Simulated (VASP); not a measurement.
Wanted: the native input for a VASP 6.6.1 run.

| Quantity | Value |
| --- | --- |
| Task | single point |
| Functional | PBE |
| Potentials or basis | VASP PAW PBE potentials, release 64 (Si, Ge_d, Ru_pv) |
| Cutoff | 520 eV |
| k mesh | 6 × 6 × 2 |
| Occupations | gaussian, width 0.1 eV |
| Spin | no spin polarisation |
| Dipole correction | no |
| Further INCAR settings | ALGO = Normal; EDIFF = 1e-06; NBANDS = 46 |

The structure of SiGe3Ru2 lies in POSCAR:

```
SiGe3Ru2
1.0
    3.6406248617      0.0000000000      0.0000000000
    0.0000000000      3.6406248617      0.0000000000
    0.0000000000      0.0000000000      8.9385295274
Si Ge Ru
1 3 2
Direct
    0.0000000000      0.0000000000      0.0000000000
    0.5000000000      0.5000000000      0.7054576268
    0.5000000000      0.5000000000      0.2945423732
    0.5000000000      0.5000000000      0.0000000000
    0.0000000000      0.5000000000      0.5000000000
    0.5000000000      0.0000000000      0.5000000000
```

The cell was generated, and may not be a known phase.

These files were run (other wordings do the same):

INCAR

```
  PREC = Accurate
  ENCUT = 520
  EDIFF = 1E-6
  ISMEAR = 0
  SIGMA = 0.1
  LREAL = False
  LASPH = True
  NELM = 100
  ALGO = Normal
  ISIF = 2
  LWAVE = False
  LCHARG = False
  GGA = PE
  NBANDS = 46
```

KPOINTS

```
regular mesh
0
Gamma
  6 6 2
```

Potentials or basis: VASP PAW PBE potentials, release 64 (Si, Ge_d, Ru_pv).

Command:

```sh
$ cat potpaw_PBE.64/Si/POTCAR potpaw_PBE.64/Ge_d/POTCAR potpaw_PBE.64/Ru_pv/POTCAR > POTCAR
$ mpirun -np 1 vasp_std > vasp.out
```

It gave:

The pressure is -0.1 GPa. The largest force is 0.005 eV/Å and the band gap on the k mesh is zero (bands 37 and 38 overlap by 1.82 eV).

Run time: 80 s on 1 thread of Intel(R) Xeon(R) Platinum 8488C (Sapphire Rapids), on a shared host, peak memory 0.27 GiB.
